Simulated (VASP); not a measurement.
B4As3N:

```
CELL_PARAMETERS angstrom
3.06684 0.00000 0.00000
0.00000 6.13369 0.00000
0.00000 0.00000 4.33717
ATOMIC_POSITIONS crystal
N 0.00000 0.00000 0.00000
B 0.50000 0.00000 0.75000
B 0.00000 0.75000 0.25000
B 0.50000 0.50000 0.75000
B 0.00000 0.25000 0.25000
As 0.50000 0.75000 0.50000
As 0.00000 0.50000 0.00000
As 0.50000 0.25000 0.50000
```

```yaml
Program: VASP 6.6.1
Task: relaxation of cell and atoms
Functional: PBE
Potentials_or_basis: VASP PAW PBE potentials, release 64 (N, B, As)
Cutoff: 600 eV
k_mesh: 8 × 4 × 6
Occupations: fermi-dirac, width 0.02 eV
Spin: no spin polarisation
```

At the start: pressure 43.3 GPa; volume 10.20 Å³/atom.

Where does the relaxation end?

Over 17 steps the energy falls by 511.0 meV/atom and the volume is 11.79 Å³/atom (+15.6 %); space group Pmm2 (No. 25, to 0.1 Å) before and after.

Step by step:
```
step  energy change (eV)  largest force (eV/Å)  pressure (GPa)  volume (Å³)
   1              0.0000                6.1438           43.26        81.59
   2             -1.5346                2.1130          -22.78       118.61
   3             -3.2174                1.8319           -6.97       100.32
   4             -3.2229                1.9177           -5.78        99.52
   5             -3.8480                1.2648           -3.17        96.45
   6             -4.0340                0.7701            1.41        93.67
   7             -4.0411                0.6255            0.31        94.21
   8             -4.0417                0.6377            0.54        94.09
   9             -4.0811                0.3379            0.11        94.26
  10             -4.0819                0.3550            0.14        94.24
  11             -4.0867                0.1010           -0.12        94.41
  12             -4.0869                0.0887           -0.07        94.37
  13             -4.0877                0.0661            0.05        94.32
  14             -4.0877                0.0685            0.07        94.31
  15             -4.0879                0.0065           -0.04        94.36
  16             -4.0879                0.0066           -0.04        94.36
  17             -4.0879                0.0044            0.02        94.32
```

Final structure:
```xyz
8
Lattice="3.2324 0.0000 0.0000 0.0000 6.4734 0.0000 0.0000 0.0000 4.5077" Properties=species:S:1:pos:R:3 pbc="T T T"
N     0.0000    0.0000    0.0897
B     1.6162    0.0000    3.6823
B     0.0000    5.1624    1.0008
B     1.6162    3.2367    3.2601
B     0.0000    1.3110    1.0008
As    1.6162    4.9807    2.2575
As    0.0000    3.2367    4.4822
As    1.6162    1.4927    2.2575
```

Caveat: the volume moved by over 15 % at a fixed basis, so the end points are rough.
